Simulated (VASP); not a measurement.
Wanted: the native input for a VASP 6.6.1 run.

```yaml
Task: single point
Functional: PBEsol
Potentials_or_basis: VASP PAW PBE potentials, release 64 (K_sv, Ta_pv, O)
Cutoff: 520 eV
k_mesh: 8 × 8 × 8
Occupations: gaussian, width 0.02 eV
Spin: no spin polarisation
Dipole_correction: no
Further_INCAR_settings: ALGO = Normal; EDIFF = 1e-06; NBANDS = 27
```

The structure of KTaO3 lies in POSCAR:

```
KTaO3
1.0
    3.9258277923      0.0000000000      0.0000000000
    0.0000000000      3.9258277923      0.0000000000
    0.0000000000      0.0000000000      4.0214824796
K Ta O
1 1 3
Direct
    0.5000000000      0.5000000000      0.5000000000
    0.0000000000      0.0000000000      0.0000000000
    0.0000000000      0.5000000000      0.0000000000
    0.0000000000      0.0000000000      0.5000000000
    0.5000000000      0.0000000000      0.0000000000
```

This cell differs from its parent crystal: biaxial strain in the a-b plane: -1.5 %.

One way to write it, as run:

INCAR

```
PREC     = Accurate       # precision mode
ENCUT    = 520            # plane-wave cutoff, eV
EDIFF    = 1E-6           # SCF threshold, eV
ISMEAR   = 0              # smearing method
SIGMA    = 0.02           # smearing width, eV
LREAL    = False          # projectors in reciprocal space
LASPH    = True           # aspherical terms in the spheres
NELM     = 60             # most SCF steps
ALGO     = Normal         # electronic algorithm
ISIF     = 2              # what is computed and relaxed
LWAVE    = False          # write WAVECAR
LCHARG   = False          # write CHGCAR
GGA      = PS             # functional
NBANDS   = 27             # bands
```

KPOINTS

```
Automatic mesh
0
Gamma
  8 8 8
```

Potentials or basis: VASP PAW PBE potentials, release 64 (K_sv, Ta_pv, O).

Command:

```console
$ cat potpaw_PBE.64/K_sv/POTCAR potpaw_PBE.64/Ta_pv/POTCAR potpaw_PBE.64/O/POTCAR > POTCAR
$ mpirun -np 1 vasp_std > vasp.out
```

It gave:

| Quantity | Value |
| --- | --- |
| Pressure | 5.5 GPa |
| Band gap on the k mesh | 2.11 eV, indirect (least direct gap 2.71 eV) |

Caveat: the cell differs from its parent crystal (biaxial strain in the a-b plane: -1.5 %); the PAW data sets were made with another functional, which shifts forces and pressure a little; spin-orbit coupling is left out, which moves the levels of the heavy elements.

Run time: 2.8 min on 1 thread of Intel Xeon 8259CL, on a shared host, peak memory 0.26 GiB.
